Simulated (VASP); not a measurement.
# Al12Cl in VASP: relaxation of the atoms with PBE

Aim: the relaxation of the atoms of Al12Cl with PBE.

Program: VASP 6.6.1. These are calculated values, not measurements. Logs are shortened: lines on timing, memory, paths and dates and some standing lists are left out, and cuts for length are marked.

## Step 1: The cell of the first run

The cell holds a slab with vacuum, 13 atoms: a = 5.714 Å, b = 5.714 Å, c = 19.675 Å, α = 90.00°, β = 90.00°, γ = 90.00°.

## Step 2: Relaxation of the atoms, PBE

Input file INCAR:

```
ALGO     = Normal         # electronic algorithm
DIPOL    = 0.5 0.5 0.324
EDIFF    = 1E-7           # SCF threshold, eV
EDIFFG   = -0.025         # ionic threshold
ENCUT    = 450            # plane-wave cutoff, eV
GGA      = PE             # functional
GGA_COMPAT= F            
IBRION   = 2              # ionic algorithm
IDIPOL   = 3            
ISIF     = 2              # what is computed and relaxed
ISMEAR   = 0              # smearing method
KPAR     = 4            
LASPH    = T              # aspherical terms in the spheres
LCHARG   = F              # write CHGCAR
LDIPOL   = T            
LREAL    = F              # projectors in reciprocal space
LWAVE    = F              # write WAVECAR
NELM     = 120            # most SCF steps
NELMDL   = -8           
NELMIN   = 4            
NSW      = 36             # ionic steps
PREC     = Accurate       # precision mode
SIGMA    = 0.1            # smearing width, eV
```

Input file KPOINTS:

```
k-points
0
Gamma
  5 5 1
```

Input file POSCAR:

```
Al12Cl
1.0
    5.7135165837      0.0000000000      0.0000000000
    0.0000000000      5.7135165837      0.0000000000
    0.0000000000      0.0000000000     19.6746954375
Al Cl
12 1
Selective dynamics
Direct
    0.2500000000      0.2500000000      0.2033068320  F F F
    0.2500000000      0.7500000000      0.2033068320  F F F
    0.7500000000      0.2500000000      0.2033068320  F F F
    0.7500000000      0.7500000000      0.2033068320  F F F
    0.0000000000      0.0000000000      0.3092728611  F F F
    0.0000000000      0.5000000000      0.3092728611  F F F
    0.5000000000      0.0000000000      0.3092728611  F F F
    0.5000000000      0.5000000000      0.3092728611  F F F
    0.2500000000      0.2500000000      0.4154928580  F F F
    0.2500000000      0.7500000000      0.4154928580  F F F
    0.7500000000      0.2500000000      0.4154928580  F F F
    0.7500000000      0.7500000000      0.4154928580  F F F
    0.2500000000      0.5000000000      0.5038342246  F F T
```

Potentials or basis: VASP PAW PBE potentials, release 64 (Al, Cl).

The run is started by

```sh
$ cat potpaw_PBE.64/Al/POTCAR potpaw_PBE.64/Cl/POTCAR > POTCAR
$ mpirun -np 4 vasp_std > vasp.out
```

OUTCAR:

```text
EDIFF = 1E-7
   EDIFFG = -0.025
   ENCUT = 450
   GGA = PE
   IBRION = 2
   ISIF = 2
   ISMEAR = 0
   LASPH = T
   LREAL = F
   NELM = 120
   NELMDL = -8
   NELMIN = 4
   NSW = 36
   PREC = Accurate

 ion  position               nearest neighbor table
   1  0.250  0.250  0.203-   2 2.86   3 2.86   2 2.86   3 2.86   7 2.90   8 2.90   5 2.90   6 2.90

   2  0.250  0.750  0.203-   1 2.86   4 2.86   1 2.86   4 2.86   7 2.90   8 2.90   5 2.90   6 2.90

   3  0.750  0.250  0.203-   1 2.86   4 2.86   4 2.86   1 2.86   7 2.90   8 2.90   5 2.90   6 2.90
[... 4 lines left out ...]
                            11 2.91  12 2.91   9 2.91  10 2.91
   6  0.000  0.500  0.309-   5 2.86   8 2.86   5 2.86   8 2.86   1 2.90   2 2.90   3 2.90   4 2.90
                            11 2.91  12 2.91   9 2.91  10 2.91
   7  0.500  0.000  0.309-   5 2.86   8 2.86   8 2.86   5 2.86   1 2.90   2 2.90   3 2.90   4 2.90
                            11 2.91  12 2.91   9 2.91  10 2.91
   8  0.500  0.500  0.309-   6 2.86   7 2.86   7 2.86   6 2.86   1 2.90   2 2.90   3 2.90   4 2.90
                            11 2.91  12 2.91   9 2.91  10 2.91
   9  0.250  0.250  0.415-  13 2.25  11 2.86  10 2.86  10 2.86  11 2.86   6 2.91   7 2.91   8 2.91
                             5 2.91
  10  0.250  0.750  0.415-  13 2.25  12 2.86   9 2.86   9 2.86  12 2.86   6 2.91   7 2.91   8 2.91
                             5 2.91
  11  0.750  0.250  0.415-   9 2.86  12 2.86  12 2.86   9 2.86   5 2.91   6 2.91   7 2.91   8 2.91

  12  0.750  0.750  0.415-  10 2.86  11 2.86  11 2.86  10 2.86   5 2.91   6 2.91   7 2.91   8 2.91

  13  0.250  0.500  0.504-   9 2.25  10 2.25

  LATTYP: Found a simple tetragonal cell.
 ALAT       =     5.7135165837
 C/A-ratio  =     3.4435351940

  Lattice vectors:

 A1 = (   5.7135165837,   0.0000000000,   0.0000000000)
 A2 = (   0.0000000000,   5.7135165837,   0.0000000000)
 A3 = (   0.0000000000,   0.0000000000,  19.6746954375)

Analysis of symmetry for initial positions (statically):
=====================================================================
 Subroutine PRICEL returns:
 Original cell was already a primitive cell.

 Routine SETGRP: Setting up the symmetry group for a
 simple tetragonal supercell.

 Subroutine GETGRP returns: Found  4 space group operations
 (whereof  2 operations were pure point group operations)
 out of a pool of 16 trial point group operations.

The static configuration has the point symmetry C_1h.
 The point group associated with its full space group is C_2v.

Analysis of symmetry for dynamics (positions and initial velocities):
=====================================================================
 Subroutine PRICEL returns:
 Original cell was already a primitive cell.

 Routine SETGRP: Setting up the symmetry group for a
 simple tetragonal supercell.

 Subroutine GETGRP returns: Found  4 space group operations
 (whereof  2 operations were pure point group operations)
 out of a pool of 16 trial point group operations.

The dynamic configuration has the point symmetry C_1h.
 The point group associated with its full space group is C_2v.

Analysis of constrained symmetry for selective dynamics:
=====================================================================
 Subroutine PRICEL returns:
 Original cell was already a primitive cell.

 Routine SETGRP: Setting up the symmetry group for a
 simple tetragonal supercell.

 Subroutine GETGRP returns: Found  4 space group operations
 (whereof  2 operations were pure point group operations)
 out of a pool of 16 trial point group operations.

The constrained configuration has the point symmetry C_1h.
 The point group associated with its full space group is C_2v.

 Subroutine INISYM returns: Found  4 space group operations
 (whereof  2 operations are pure point group operations),
 and found     1 'primitive' translations

----------------------------------------------------------------------------------------

                                     Primitive cell

  volume of cell :     642.2661

  direct lattice vectors                    reciprocal lattice vectors
     5.713516584  0.000000000  0.000000000     0.175023558  0.000000000  0.000000000
     0.000000000  5.713516584  0.000000000     0.000000000  0.175023558  0.000000000
     0.000000000  0.000000000 19.674695437     0.000000000  0.000000000  0.050826708

  length of vectors
     5.713516584  5.713516584 19.674695437     0.175023558  0.175023558  0.050826708

  position of ions in fractional coordinates (direct lattice)
     0.250000000  0.250000000  0.203306832
     0.250000000  0.750000000  0.203306832
     0.750000000  0.250000000  0.203306832
     0.750000000  0.750000000  0.203306832
     0.000000000  0.000000000  0.309272861
     0.000000000  0.500000000  0.309272861
     0.500000000  0.000000000  0.309272861
[... 37 lines left out ...]

  Length of vectors
     0.035004712  0.035004712  0.050826708

  Shift w.r.t. Gamma in fractional coordinates (k-lattice)
     0.000000000  0.000000000  0.000000000

 Subroutine IBZKPT returns following result:
 ===========================================

 Found      9 irreducible k-points:

 Following reciprocal coordinates:
            Coordinates               Weight
  0.000000  0.000000  0.000000      1.000000
  0.200000  0.000000  0.000000      2.000000
  0.000000  0.200000  0.000000      2.000000
  0.400000  0.000000  0.000000      2.000000
  0.000000  0.400000  0.000000      2.000000
  0.200000  0.200000  0.000000      4.000000
  0.400000  0.200000  0.000000      4.000000
 -0.200000  0.400000  0.000000      4.000000
  0.400000  0.400000  0.000000      4.000000
   k-points           NKPTS =      9   k-points in BZ     NKDIM =      9   number of bands    NBANDS=     28
   number of dos      NEDOS =    301   number of ions     NIONS =     13
   total plane-waves  NPLWV = 224000
   dimension x,y,z NGX =    40 NGY =   40 NGZ =  140
   dimension x,y,z NGXF=    80 NGYF=   80 NGZF=  280
   ions per type =              12   1
   NGX,Y,Z   is equivalent  to a cutoff of  11.64, 11.64, 11.83 a.u.
   NGXF,Y,Z  is equivalent  to a cutoff of  23.28, 23.28, 23.66 a.u.
 SYSTEM =  unknown system
   PREC   = accura    normal or accurate (medium, high low for compatibility)
   ISTART =      0    job   : 0-new  1-cont  2-samecut
   ICHARG =      2    charge: 1-file 2-atom 10-const
   ISPIN  =      1    spin polarized calculation?
   LNONCOLLINEAR =      F non collinear calculations
   LSORBIT =      F    spin-orbit coupling
   LASPH  =      T    aspherical Exc in radial PAW
   ENCUT  =  450.0 eV  33.07 Ry    5.75 a.u.   9.88  9.88 34.03*2*pi/ulx,y,z
   NELM   =    120;   NELMIN=  4; NELMDL= -8     # of ELM steps
   EDIFF  = 0.1E-06   stopping-criterion for ELM
   LREAL  =      F    real-space projection
   EDIFFG = -.3E-01   stopping-criterion for IOM
   NSW    =     36    number of steps for IOM
   IBRION =      2    ionic relax: 0-MD 1-quasi-New 2-CG
   NFREE  =      1    steps in history (QN), initial steepest desc. (CG)
   ISIF   =      2    stress and relaxation
   ISYM   =      2    0-nonsym 1-usesym 2-fastsym
   POTIM  = 0.5000    time-step for ionic-motion
   TEBEG  =    0.0;   TEEND  =   0.0 temperature during run
   PSTRESS=    0.0 pullay stress
   NELECT =      43.0000    total number of electrons
   NUPDOWN=      -1.0000    fix difference up-down
   EMIN   =  10.00;   EMAX   =-10.00  energy-range for DOS
   EFERMI =   0.00;   METHOD = LEGACY
   ISMEAR =     0;   SIGMA  =   0.10  broadening in eV -4-tet -1-fermi 0-gaus
   EFERMI_NEDOS =   21; number of points for ismear=-14 and -15
   IALGO  =     38    algorithm
   IMIX   =      4    mixing-type and parameters
     AMIX     =   0.40;   BMIX     =  1.00
     AMIX_MAG =   1.60;   BMIX_MAG =  1.00
  volume/ion in A,a.u.               =      49.41       333.40
  Fermi-wavevector in a.u.,A,eV,Ry     =   0.664751  1.256198  6.012340  0.441895
  Thomas-Fermi vector in A             =   1.738535
   LORBIT       =      0    0 simple, 1 ext, 2 COOP (PROOUT), +10 PAW based schemes
   GGA     = PE    functional components
   LHFCALC =     F    Hartree Fock is set to
   AEXX    =    0.0000 exact exchange contribution
   IVDW    =     0    specifies the selected vdW correction
   LEPSILON=     F    determine dielectric tensor
   LRPA    =     F    only Hartree local field effects (RPA)
 conjugate gradient relaxation of ions
 non-spin polarized calculation
 Gauss-broadening in eV      SIGMA  =   0.10
  energy-cutoff  :      450.00
  volume of cell :      642.27
 maximum number of plane-waves:     13936
   NGX = 19   NGY = 19   NGZ = 69

--------------------------------------- Ionic step        1  -------------------------------------------

 number of electron      42.9999998 magnetization

 Free energy of the ion-electron system (eV)
  ---------------------------------------------------
  ext. energy  EPLUGINS =         0.00000000
  ---------------------------------------------------
  free energy    TOTEN  =       -44.75849633 eV

  energy without entropy =      -44.73506330  energy(sigma->0) =      -44.74677982

------------------------ aborting loop because EDIFF is reached ----------------------------------------

  FORCE on cell =-STRESS in cart. coord.  units (eV):
  Direction    XX          YY          ZZ          XY          YZ          ZX
  --------------------------------------------------------------------------------------
  -------------------------------------------------------------------------------------
  Total       -6.4256534     -4.8550218      1.8198095      0.0000000      0.0000000      0.0000000
  in kB      -16.0292380    -12.1111885      4.5396409      0.0000000      0.0000000      0.0000000
  external PRESSURE =      -7.8669285 kB  Pullay stress =       0.0000000 kB
[... 75 lines left out ...]
  FREE ENERGIE OF THE ION-ELECTRON SYSTEM (eV)
  ---------------------------------------------------
  free  energy   TOTEN  =       -44.8607178215 eV

  energy  without entropy=      -44.8378400362  energy(sigma->0) =      -44.84927893

 dipolmoment           0.000000      0.000000     -0.004050 electrons x Angstroem

--------------------------------------- Ionic step        3  -------------------------------------------

 number of electron      42.9999998 magnetization

------------------------ aborting loop because EDIFF is reached ----------------------------------------
[... 42 lines left out ...]
--------------------------------------- Ionic step        4  -------------------------------------------

 number of electron      42.9999998 magnetization

 dipolmoment           0.000000      0.000000      0.049298 electrons x Angstroem

 Free energy of the ion-electron system (eV)
  ---------------------------------------------------
  ext. energy  EPLUGINS =         0.00000000
  ---------------------------------------------------
  free energy    TOTEN  =       -44.91586838 eV

  energy without entropy =      -44.89449897  energy(sigma->0) =      -44.90518367

 E-fermi :  -0.3384     XC(G=0):  -4.4611

 val. band max:       -0.3393734923   @ k =   0.0000   0.0000   0.0000
 cond. band min:      -0.3185695280   @ k =   0.4000   0.0000   0.0000
 fundamental gap:      0.0208039643
 Fermi energy:        -0.3384266525

 k-point     1 :       0.0000    0.0000    0.0000
  band No.  band energies     occupation
      1     -16.5567      2.00000
      2     -10.4381      2.00000
      3      -8.3927      2.00000
      4      -6.3362      2.00000
      5      -6.2148      2.00000
      6      -5.9903      2.00000
[... 268 lines left out ...]
     27       0.9994      0.00000
     28       1.6690      0.00000

------------------------ aborting loop because EDIFF is reached ----------------------------------------

 vacuum level on the upper side and lower side of the slab       (xc-potential included)         0.031        -0.226

  FORCE on cell =-STRESS in cart. coord.  units (eV):
  Direction    XX          YY          ZZ          XY          YZ          ZX
  --------------------------------------------------------------------------------------
  -------------------------------------------------------------------------------------
  Total       -6.6539645     -6.5841877     -1.0650000      0.0000000      0.0000000      0.0000000
  in kB      -16.5987757    -16.4247127     -2.6567163      0.0000000      0.0000000      0.0000000
  external PRESSURE =     -11.8934016 kB  Pullay stress =       0.0000000 kB
[... 28 lines left out ...]
  FREE ENERGIE OF THE ION-ELECTRON SYSTEM (eV)
  ---------------------------------------------------
  free  energy   TOTEN  =       -44.9158683824 eV

  energy  without entropy=      -44.8944989674  energy(sigma->0) =      -44.90518367

 reached required accuracy - stopping structural energy minimisation

 vacuum level on the upper side and lower side of the slab         4.290         4.017
```

Run time: 8.7 min. Hardware: 4 MPI ranks of Intel Xeon Platinum 8175M at 2.50GHz (Skylake/Cascade Lake), shared host; peak memory 0.6 GiB.

What came out:

| Property | Result |
| --- | --- |
| Free energy | -44.9159 eV |
| Energy gained by relaxing | 12.1 meV/atom |
| Ionic steps | 4 |
| Band gap on the k mesh | zero (an odd number of electrons rules out a gap without spin polarisation) |

Step by step:
```csv
step,energy change (eV),largest force on free atoms (eV/Å),pressure (GPa)
1,0.0000,1.6620,-0.79
2,-0.1022,0.9138,-0.96
3,-0.1572,0.0489,-1.20
4,-0.1574,0.0078,-1.19
```

Final structure:
```
Al Cl
1.0
     5.71352    0.00000    0.00000
     0.00000    5.71352    0.00000
     0.00000    0.00000   19.67470
Al Cl
12 1
Cartesian
  1.4284 1.4284 4.0000
  1.4284 4.2851 4.0000
  4.2851 1.4284 4.0000
  4.2851 4.2851 4.0000
  0.0000 0.0000 6.0848
  0.0000 2.8568 6.0848
  2.8568 0.0000 6.0848
  2.8568 2.8568 6.0848
  1.4284 1.4284 8.1747
  1.4284 4.2851 8.1747
  4.2851 1.4284 8.1747
  4.2851 4.2851 8.1747
  1.4284 2.8568 10.1221
```

The gap in the log of VASP goes by the Fermi energy; the results here count the filled bands.